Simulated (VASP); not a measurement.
Input of a VASP 6.6.1 run:

File POSCAR:

```
Pt
1.0
   -1.5518799051      1.5518799051      1.5518799051
    1.5518799051     -1.5518799051      1.5518799051
    1.5518799051      1.5518799051     -1.5518799051
Pt
1
Direct
    0.0000000000      0.0000000000      0.0000000000
```

Contents of INCAR.step1:

```
SYSTEM = Pt
PREC = Accurate ; ENCUT = 520
ISMEAR = -1 ; SIGMA = 0.05
LREAL = .FALSE. ; LASPH = .TRUE.
NELM = 80 ; NBANDS = 11
GGA = PE ; ALGO = Normal
EDIFF = 1E-4 ; LWAVE = .TRUE.
LCHARG = .FALSE.
```

Contents of INCAR.step2:

```
SYSTEM = Pt
PREC = Accurate ; ENCUT = 520
EDIFF = 1E-6 ; ISMEAR = -1
SIGMA = 0.05 ; LREAL = .FALSE.
LASPH = .TRUE. ; NELM = 80
ALGO = Normal ; ISIF = 2
LWAVE = .FALSE. ; LCHARG = .FALSE.
METAGGA = R2SCAN ; LMIXTAU = .TRUE.
NBANDS = 11 ; ISTART = 1
```

Contents of KPOINTS:

```
Automatic mesh
0
G
  12 12 12
  0 0 0
```

Potentials or basis: VASP PAW PBE potentials, release 64 (Pt).

Run with:

```bash
$ cat potpaw_PBE.64/Pt/POTCAR > POTCAR
$ cp INCAR.step1 INCAR
$ mpirun -np 1 vasp_std > vasp.out
$ cp INCAR.step2 INCAR
$ mpirun -np 1 vasp_std > vasp.out
```

**Question.** Predict the pressure.

**Answer.** 10.4 GPa.

**Question.** Predict the band gap on the k mesh.

**Answer.** Zero (band 5 reaches 12.15 eV, above the bottom of band 6 at 9.59 eV).

Caveat: the PAW data sets were made with another functional, which shifts forces and pressure a little; spin-orbit coupling is left out, which moves the levels of the heavy elements.
